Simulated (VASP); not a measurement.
Set up this calculation in VASP 6.6.1, as the native input.

```
Task                   : single point
Functional             : PBE
Potentials or basis    : VASP PAW PBE potentials, release 64 (K_sv, In_d, Ga_d, C, N)
Cutoff                 : 520 eV
k mesh                 : 4 × 4 × 4
Occupations            : gaussian, width 0.1 eV
Spin                   : no spin polarisation
Dipole correction      : no
Further INCAR settings : LREAL = Auto; ALGO = Normal; EDIFF = 1e-06; NBANDS = 58
```

The structure of KInGaC6N6 lies in POSCAR:

```
KInGaC6N6
1.0
    0.0000000000      5.5068938090      5.5068938090
    5.5068938090      0.0000000000      5.5068938090
    5.5068938090      5.5068938090      0.0000000000
K In Ga C N
1 1 1 6 6
Direct
    0.7500000000      0.7500000000      0.7500000000
    0.5000000000      0.5000000000      0.5000000000
    0.0000000000      0.0000000000      0.0000000000
    0.8073874516      0.1926125484      0.1926125484
    0.1926125484      0.1926125484      0.8073874516
    0.8073874516      0.1926125484      0.8073874516
    0.1926125484      0.8073874516      0.8073874516
    0.8073874516      0.8073874516      0.1926125484
    0.1926125484      0.8073874516      0.1926125484
    0.7006431763      0.2993568237      0.2993568237
    0.2993568237      0.2993568237      0.7006431763
    0.7006431763      0.2993568237      0.7006431763
    0.2993568237      0.7006431763      0.7006431763
    0.7006431763      0.7006431763      0.2993568237
    0.2993568237      0.7006431763      0.2993568237
```

One way to write it, as run:

INCAR

```
SYSTEM = KInGaC6N6
PREC = Accurate
ENCUT = 520
EDIFF = 1E-6
ISMEAR = 0
SIGMA = 0.1
LREAL = Auto
LASPH = .TRUE.
NELM = 80
ALGO = Normal
ISIF = 2
LWAVE = .FALSE.
LCHARG = .FALSE.
GGA = PE
NBANDS = 58
```

KPOINTS

```
regular mesh
0
G
  4 4 4
  0 0 0
```

Potentials or basis: VASP PAW PBE potentials, release 64 (K_sv, In_d, Ga_d, C, N).

Run with:

```bash
$ cat potpaw_PBE.64/K_sv/POTCAR potpaw_PBE.64/In_d/POTCAR potpaw_PBE.64/Ga_d/POTCAR potpaw_PBE.64/C/POTCAR potpaw_PBE.64/N/POTCAR > POTCAR
$ mpirun -np 1 vasp_std > vasp.out
```

Results of the run:

| Property | Result |
| --- | --- |
| Pressure | 0.5 GPa |
| Largest force | 0.380 eV/Å |
| Band gap on the k mesh | zero (an odd number of electrons rules out a gap without spin polarisation) |

Caveat: spin-orbit coupling is left out, which moves the levels of the heavy elements; an odd number of electrons without spin polarisation forces a metal; a magnetic or distorted state may lie lower.

It took 4.9 min on 1 thread of Intel(R) Xeon(R) Platinum 8488C (Sapphire Rapids) (shared host), peak memory 0.54 GiB.
